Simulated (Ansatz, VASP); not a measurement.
# Two plane-wave programs on TiPt3

```xyz
4
Lattice="3.8970 0.0000 0.0000 0.0000 3.8970 0.0000 0.0000 0.0000 3.8970" Properties=species:S:1:pos:R:3 pbc="T T T"
Ti    0.0000    0.0000    0.0000
Pt    0.0000    1.9485    1.9485
Pt    1.9485    0.0000    1.9485
Pt    1.9485    1.9485    0.0000
```

Alike in both runs: functional PBE; k mesh 9 × 9 × 9; occupations fermi-dirac, width 0.05 eV; no spin polarisation.

Ansatz relaxed the structure, and its values are those at the end. VASP's run is a single point on that final structure, the one shown.

|  | VASP | Ansatz |
| --- | --- | --- |
| version | VASP 6.6.1 | Ansatz 0.2.0 |
| potentials or method | VASP PAW PBE potentials, release 64 (Ti_sv, Pt) | plane-wave PAW, scalar-relativistic |
| plane-wave cutoff (eV) | 520 | 420 |
| valence electrons in the cell | 42 | 66 |

```csv
,VASP,Ansatz,Ansatz less VASP
pressure (GPa),9.8,10.1,+0.37
```

With one functional, cell and mesh, what is left measures potentials, basis and numerics. VASP's potentials hold 42 valence electrons a cell and Ansatz's 66, so a difference there can come from the potentials and not from the codes. Ansatz's warnings: stress scf threshold loose.

Neither program's run includes spin-orbit coupling.
